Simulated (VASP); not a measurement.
# AlN (Fm-3m) in VASP: a series of runs, part 3 of 3

VASP 6.6.1.

### 4 Relaxation of cell and atoms, RPBE

This run uses another cell than the first one, of 7.63 Å³/atom.

Contents of INCAR:

```
ALGO = Normal
EDIFF = 1E-7
EDIFFG = -0.01
ENCUT = 600
GGA = RP
GGA_COMPAT = F
IBRION = 2
ISIF = 3
ISMEAR = 0
LASPH = T
LCHARG = F
LREAL = F
LWAVE = F
NELM = 120
NELMIN = 4
NSW = 50
PREC = Accurate
SIGMA = 0.01
```

Contents of KPOINTS:

```
k-points
0
Gamma
  10 10 10
```

Contents of POSCAR:

```
AlN
1.0
    0.0000000000      1.9690000000      1.9690000000
    1.9690000000      0.0000000000      1.9690000000
    1.9690000000      1.9690000000      0.0000000000
Al N
1 1
Direct
    0.0000000000      0.0000000000      0.0000000000
    0.5000000000      0.5000000000      0.5000000000
```

Potentials or basis: VASP PAW PBE potentials, release 64 (Al, N).

Command:

```sh
$ cat potpaw_PBE.64/Al/POTCAR potpaw_PBE.64/N/POTCAR > POTCAR
$ mpirun -np 1 vasp_std > vasp.out
```

OUTCAR:

```text
EDIFF = 1E-7
   EDIFFG = -0.01
   ENCUT = 600
   GGA = RP
   IBRION = 2
   ISIF = 3
   ISMEAR = 0
   LASPH = T
   LREAL = F
   NELM = 120
   NELMIN = 4
   NSW = 50
   PREC = Accurate

 ion  position               nearest neighbor table
   1  0.000  0.000  0.000-   2 1.97   2 1.97   2 1.97   2 1.97   2 1.97   2 1.97
   2  0.500  0.500  0.500-   1 1.97   1 1.97   1 1.97   1 1.97   1 1.97   1 1.97

  LATTYP: Found a face centered cubic cell.
 ALAT       =     3.9380000000

  Lattice vectors:

 A1 = (   0.0000000000,   1.9690000000,   1.9690000000)
 A2 = (   1.9690000000,   0.0000000000,   1.9690000000)
 A3 = (   1.9690000000,   1.9690000000,   0.0000000000)

Analysis of symmetry for initial positions (statically):
=====================================================================
 Subroutine PRICEL returns:
 Original cell was already a primitive cell.

 Routine SETGRP: Setting up the symmetry group for a
 face centered cubic supercell.

 Subroutine GETGRP returns: Found 48 space group operations
 (whereof 48 operations were pure point group operations)
 out of a pool of 48 trial point group operations.

The static configuration has the point symmetry O_h .

Analysis of symmetry for dynamics (positions and initial velocities):
=====================================================================
 Subroutine PRICEL returns:
 Original cell was already a primitive cell.

 Routine SETGRP: Setting up the symmetry group for a
 face centered cubic supercell.

 Subroutine GETGRP returns: Found 48 space group operations
 (whereof 48 operations were pure point group operations)
 out of a pool of 48 trial point group operations.

The dynamic configuration has the point symmetry O_h .

 Subroutine INISYM returns: Found 48 space group operations
 (whereof 48 operations are pure point group operations),
 and found     1 'primitive' translations

----------------------------------------------------------------------------------------

                                     Primitive cell

  volume of cell :      15.2675

  direct lattice vectors                    reciprocal lattice vectors
     0.000000000  1.969000000  1.969000000    -0.253936008  0.253936008  0.253936008
     1.969000000  0.000000000  1.969000000     0.253936008 -0.253936008  0.253936008
     1.969000000  1.969000000  0.000000000     0.253936008  0.253936008 -0.253936008

  length of vectors
     2.784586504  2.784586504  2.784586504     0.439830068  0.439830068  0.439830068

  position of ions in fractional coordinates (direct lattice)
     0.000000000  0.000000000  0.000000000
     0.500000000  0.500000000  0.500000000

  ion indices of the primitive-cell ions
   primitive index   ion index
                 1           1
                 2           2

----------------------------------------------------------------------------------------

 KPOINTS: k-points

Automatic generation of k-mesh.
 Grid dimensions read from file:
 generate k-points for:   10   10   10

 Generating k-lattice:

  Cartesian coordinates                     Fractional coordinates (reciprocal lattice)
    -0.025393601  0.025393601  0.025393601     0.100000000  0.000000000  0.000000000
     0.025393601 -0.025393601  0.025393601     0.000000000  0.100000000  0.000000000
     0.025393601  0.025393601 -0.025393601     0.000000000  0.000000000  0.100000000

  Length of vectors
     0.043983007  0.043983007  0.043983007

  Shift w.r.t. Gamma in fractional coordinates (k-lattice)
     0.000000000  0.000000000  0.000000000

 Subroutine IBZKPT returns following result:
 ===========================================

 Found     47 irreducible k-points:

 Following reciprocal coordinates:
            Coordinates               Weight
  0.000000  0.000000  0.000000      1.000000
  0.100000  0.000000  0.000000      8.000000
  0.200000  0.000000  0.000000      8.000000
  0.300000  0.000000  0.000000      8.000000
  0.400000  0.000000  0.000000      8.000000
  0.500000  0.000000  0.000000      4.000000
[... 16 lines left out ...]
  0.300000  0.300000  0.000000      6.000000
  0.400000  0.300000  0.000000     24.000000
 [... further k-points ...]
   k-points           NKPTS =     47   k-points in BZ     NKDIM =     47   number of bands    NBANDS=      8
   number of dos      NEDOS =    301   number of ions     NIONS =      2
   total plane-waves  NPLWV =  13824
   dimension x,y,z NGX =    24 NGY =   24 NGZ =   24
   dimension x,y,z NGXF=    48 NGYF=   48 NGZF=   48
   ions per type =               1   1
   NGX,Y,Z   is equivalent  to a cutoff of  14.33, 14.33, 14.33 a.u.
   NGXF,Y,Z  is equivalent  to a cutoff of  28.66, 28.66, 28.66 a.u.
 SYSTEM =  unknown system
   PREC   = accura    normal or accurate (medium, high low for compatibility)
   ISTART =      0    job   : 0-new  1-cont  2-samecut
   ICHARG =      2    charge: 1-file 2-atom 10-const
   ISPIN  =      1    spin polarized calculation?
   LNONCOLLINEAR =      F non collinear calculations
   LSORBIT =      F    spin-orbit coupling
   LASPH  =      T    aspherical Exc in radial PAW
   ENCUT  =  600.0 eV  44.10 Ry    6.64 a.u.   5.56  5.56  5.56*2*pi/ulx,y,z
   NELM   =    120;   NELMIN=  4; NELMDL= -5     # of ELM steps
   EDIFF  = 0.1E-06   stopping-criterion for ELM
   LREAL  =      F    real-space projection
   EDIFFG = -.1E-01   stopping-criterion for IOM
   NSW    =     50    number of steps for IOM
   IBRION =      2    ionic relax: 0-MD 1-quasi-New 2-CG
   NFREE  =      1    steps in history (QN), initial steepest desc. (CG)
   ISIF   =      3    stress and relaxation
   ISYM   =      2    0-nonsym 1-usesym 2-fastsym
   POTIM  = 0.5000    time-step for ionic-motion
   TEBEG  =    0.0;   TEEND  =   0.0 temperature during run
   PSTRESS=    0.0 pullay stress
   NELECT =       8.0000    total number of electrons
   NUPDOWN=      -1.0000    fix difference up-down
   EMIN   =  10.00;   EMAX   =-10.00  energy-range for DOS
   EFERMI =   0.00;   METHOD = LEGACY
   ISMEAR =     0;   SIGMA  =   0.01  broadening in eV -4-tet -1-fermi 0-gaus
   EFERMI_NEDOS =   21; number of points for ismear=-14 and -15
   IALGO  =     38    algorithm
   IMIX   =      4    mixing-type and parameters
     AMIX     =   0.40;   BMIX     =  1.00
     AMIX_MAG =   1.60;   BMIX_MAG =  1.00
  volume/ion in A,a.u.               =       7.63        51.51
  Fermi-wavevector in a.u.,A,eV,Ry     =   1.319823  2.494104 23.700443  1.741933
  Thomas-Fermi vector in A             =   2.449694
   LORBIT       =      0    0 simple, 1 ext, 2 COOP (PROOUT), +10 PAW based schemes
   GGA     = RP    functional components
   LHFCALC =     F    Hartree Fock is set to
   AEXX    =    0.0000 exact exchange contribution
   IVDW    =     0    specifies the selected vdW correction
   LEPSILON=     F    determine dielectric tensor
   LRPA    =     F    only Hartree local field effects (RPA)
 conjugate gradient relaxation of ions
 non-spin polarized calculation
 Gauss-broadening in eV      SIGMA  =   0.01
  energy-cutoff  :      600.00
  volume of cell :       15.27
 maximum number of plane-waves:       532
 NGX is ok and might be reduce to    24
   NGX = 11   NGY = 11   NGZ = 11

--------------------------------------- Ionic step        1  -------------------------------------------

 number of electron       8.0000000 magnetization

 Free energy of the ion-electron system (eV)
  ---------------------------------------------------
  ext. energy  EPLUGINS =         0.00000000
  ---------------------------------------------------
  free energy    TOTEN  =       -13.60076429 eV

  energy without entropy =      -13.60076429  energy(sigma->0) =      -13.60076429

 E-fermi :  11.1873     XC(G=0): -12.5690

 val. band max:       11.1391203811   @ k =   0.0000   0.0000   0.0000
 cond. band min:      16.3001608708   @ k =   0.5000   0.5000   0.0000
 fundamental gap:      5.1610404897
 Fermi energy:        11.1872748375

 k-point     1 :       0.0000    0.0000    0.0000
  band No.  band energies     occupation
      1      -7.2042      2.00000
      2      11.1391      2.00000
      3      11.1391      2.00000
      4      11.1391      2.00000
      5      18.0241      0.00000
      6      23.5663      0.00000
      7      23.5663      0.00000
      8      23.5663      0.00000
[... 358 lines left out ...]
  energy  without entropy=      -13.7841781094  energy(sigma->0) =      -13.78417811

--------------------------------------- Ionic step        4  -------------------------------------------

 number of electron       8.0000000 magnetization

 Free energy of the ion-electron system (eV)
  ---------------------------------------------------
  ext. energy  EPLUGINS =         0.00000000
  ---------------------------------------------------
  free energy    TOTEN  =       -13.78422989 eV

  energy without entropy =      -13.78422989  energy(sigma->0) =      -13.78422989

 E-fermi :   9.7834     XC(G=0): -12.0241

 val. band max:        9.6288727534   @ k =   0.0000   0.0000   0.0000
 cond. band min:      14.0109200048   @ k =   0.5000   0.5000   0.0000
 fundamental gap:      4.3820472514
 Fermi energy:         9.7834023342

 k-point     1 :       0.0000    0.0000    0.0000
  band No.  band energies     occupation
      1      -7.6586      2.00000
      2       9.6289      2.00000
      3       9.6289      2.00000
      4       9.6289      2.00000
      5      14.8275      0.00000
      6      21.6901      0.00000
      7      21.6901      0.00000
      8      21.6901      0.00000
[... 282 lines left out ...]
  FREE ENERGIE OF THE ION-ELECTRON SYSTEM (eV)
  ---------------------------------------------------
  free  energy   TOTEN  =       -13.7842298910 eV

  energy  without entropy=      -13.7842298910  energy(sigma->0) =      -13.78422989

 reached required accuracy - stopping structural energy minimisation
```

CONTCAR:

```text
AlN
   1.00000000000000
     0.0000000000000000    2.0455464262355956    2.0455464262355956
     2.0455464262355956    0.0000000000000000    2.0455464262355956
     2.0455464262355956    2.0455464262355956   -0.0000000000000000
  Al              N
     1     1
Direct
     0.0000000000000000    0.0000000000000000    0.0000000000000000
     0.5000000000000000    0.5000000000000000    0.5000000000000000

  0.00000000E+00  0.00000000E+00  0.00000000E+00
  0.00000000E+00  0.00000000E+00  0.00000000E+00
```

It took 7.7 s on 1 thread of Intel Xeon 6975P-C (Granite Rapids), shared host; peak memory 0.13 GiB.

What came out:

- Free energy: -13.7842 eV
- Relaxed volume: 8.56 Å³/atom
- Relaxed cell: a = 2.893 Å, b = 2.893 Å, c = 2.893 Å, α = 60.00°, β = 60.00°, γ = 60.00°
- Space group after relaxing (to 0.1 Å): Fm-3m (No. 225)
- Energy gained by relaxing: 91.7 meV/atom
- Ionic steps: 4
- Pressure after relaxing: 0.1 GPa
- Band gap on the k mesh: 4.38 eV (least direct gap 5.20 eV)

Step by step:
| step | energy change (eV) | largest force (eV/Å) | pressure (GPa) | volume (Å³) |
| --- | --- | --- | --- | --- |
| 1 | 0.0000 | 0.0000 | 34.87 | 15.27 |
| 2 | -0.0209 | 0.0000 | -22.31 | 19.24 |
| 3 | -0.1834 | 0.0000 | -0.48 | 17.16 |
| 4 | -0.1835 | 0.0000 | 0.07 | 17.12 |

Final structure:
```
CELL_PARAMETERS angstrom
0.00000 2.04555 2.04555
2.04555 0.00000 2.04555
2.04555 2.04555 0.00000
ATOMIC_POSITIONS crystal
Al 0.00000 0.00000 0.00000
N 0.50000 0.50000 0.50000
```

Levels at points of the mesh, in eV from the valence-band top:
```
           k point  band 2  band 3  band 4  band 5  band 6  band 7
(0.00, 0.00, 0.00)    0.00    0.00    0.00    5.20   12.06   12.06
(0.50, 0.00, 0.00)   -8.07   -1.02   -1.02    5.92   10.80   10.80
(0.50, 0.50, 0.00)   -7.15   -2.71   -2.71    4.38    5.36   13.70
```

Caveat: the PAW data sets were made with another functional, which shifts forces and pressure a little. RPBE and its kin give volumes clearly too large for solids.

### 5 Relaxation of cell and atoms, PBE

This run uses another cell than the first one, of 7.63 Å³/atom.

Contents of INCAR:

```
  PREC = Accurate
  ENCUT = 600
  EDIFF = 1E-7
  ISMEAR = 0
  SIGMA = 0.01
  LREAL = False
  LASPH = True
  NELM = 120
  ALGO = Normal
  ISIF = 3
  LWAVE = False
  LCHARG = False
  GGA = PE
  IBRION = 2
  NSW = 50
  EDIFFG = -0.01
  GGA_COMPAT = False
  NELMIN = 4
```

Contents of KPOINTS:

```
Automatic mesh
0
Gamma
  10 10 10
```

POSCAR is that of step 4.

Command:

```sh
$ cat potpaw_PBE.64/Al/POTCAR potpaw_PBE.64/N/POTCAR > POTCAR
$ mpirun -np 1 vasp_std > vasp.out
```

Wall time 7.6 s (1 thread of Intel Xeon 6975P-C (Granite Rapids), shared host); peak memory 0.14 GiB.

Results (log left out):

```yaml
Free_energy: -14.5452 eV
Relaxed_volume: 8.42 Å³/atom
Relaxed_cell: a = 2.877 Å, b = 2.877 Å, c = 2.877 Å, α = 60.00°, β = 60.00°, γ = 60.00°
Space_group_after_relaxing_to_0.1_Å: Fm-3m (No. 225)
Energy_gained_by_relaxing: 67.7 meV/atom
Ionic_steps: 4
Pressure_after_relaxing: 0.1 GPa
Band_gap_on_the_k_mesh: 4.43 eV (least direct gap 5.41 eV)
```

The path:
```
step  energy change (eV)  largest force (eV/Å)  pressure (GPa)  volume (Å³)
   1              0.0000                0.0000           29.98        15.27
   2             -0.0073                0.0000          -20.85        18.65
   3             -0.1354                0.0000           -0.39        16.87
   4             -0.1355                0.0000            0.10        16.83
```

Final structure:
```
Al N
1.0
     0.00000    2.03412    2.03412
     2.03412    0.00000    2.03412
     2.03412    2.03412    0.00000
Al N
1 1
Direct
  0.00000 0.00000 0.00000
  0.50000 0.50000 0.50000
```

Levels at points of the mesh, in eV from the valence-band top:
```
           k point  band 2  band 3  band 4  band 5  band 6  band 7
(0.00, 0.00, 0.00)    0.00    0.00    0.00    5.41   12.11   12.11
(0.50, 0.00, 0.00)   -8.19   -1.04   -1.04    6.02   10.85   10.85
(0.50, 0.50, 0.00)   -7.26   -2.75   -2.75    4.43    5.33   13.82
```

A k mesh can miss the band edges. PBE usually gives volumes a little too large and moduli too small.

### 6 The runs side by side

```tsv
task	level	cell	gap on the mesh (eV)	pressure (GPa)	relaxed volume (Å³/atom)
single point	PBE	a = 2.878 Å, angles 60.0°, 2 atoms	4.41	-0.4	-
single point	RPBE	a = 2.896 Å, angles 60.0°, 2 atoms	4.35	-0.8	-
relaxation of cell and atoms	RPBE	relaxed from a = 2.785 Å, angles 60.0°, 2 atoms	4.38	0.1	8.56
relaxation of cell and atoms	PBE	relaxed from a = 2.785 Å, angles 60.0°, 2 atoms	4.43	0.1	8.42
```

Alike in all rows: potentials or basis VASP PAW PBE potentials, release 64 (Al, N); no spin polarisation; k mesh 10 × 10 × 10; cutoff (eV) 600; smearing gaussian 0.01 eV.

Caveats: the PAW data sets were made with another functional, which shifts forces and pressure a little (at least some runs).

Absolute energies hang on the potentials; compare differences alone.
